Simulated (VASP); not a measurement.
TaAs, 4 atoms in the cell. The structure is tetragonal, space group I4_1md (No. 109). Conventional cell: a = 3.463 Å, b = 3.463 Å, c = 11.734 Å, α = 90.00°, β = 90.00°, γ = 90.00°. Within 3.5 Å of Ta (site symmetry 2mm) lie 6 As at 2.62 to 2.63 Å and 8 Ta at 3.41 to 3.46 Å. As (site symmetry 2mm) has 6 Ta at 2.62 to 2.63 Å and 8 As at 3.41 to 3.46 Å within 3.5 Å. 

* Program: VASP 6.6.1
* Task: single point
* Functional: PBE
* Potentials or basis: VASP PAW PBE potentials, release 64 (Ta_pv, As)
* Cutoff: 520 eV
* k mesh: 18 × 18 × 18
* Occupations: methfessel-paxton, width 0.2 eV
* Spin: no spin polarisation
* Dipole correction: no
* Further INCAR settings: ALGO = Normal; EDIFF = 1e-06; NBANDS = 24

Potentials or basis: VASP PAW PBE potentials, release 64 (Ta_pv, As).

Command:

```sh
$ cat potpaw_PBE.64/Ta_pv/POTCAR potpaw_PBE.64/As/POTCAR > POTCAR
$ mpirun -np 1 vasp_std > vasp.out
```

Hardware: 1 thread of AMD EPYC 9R45 96-Core Processor (Zen 5), with other jobs on the host.

**Question.** How long does it take, and how much memory?

**Answer.** Wall time 17 min on 1 thread of AMD EPYC 9R45 96-Core Processor (Zen 5) (shared host), peak memory 0.85 GiB. Counts: scf iterations 13, k points 480.
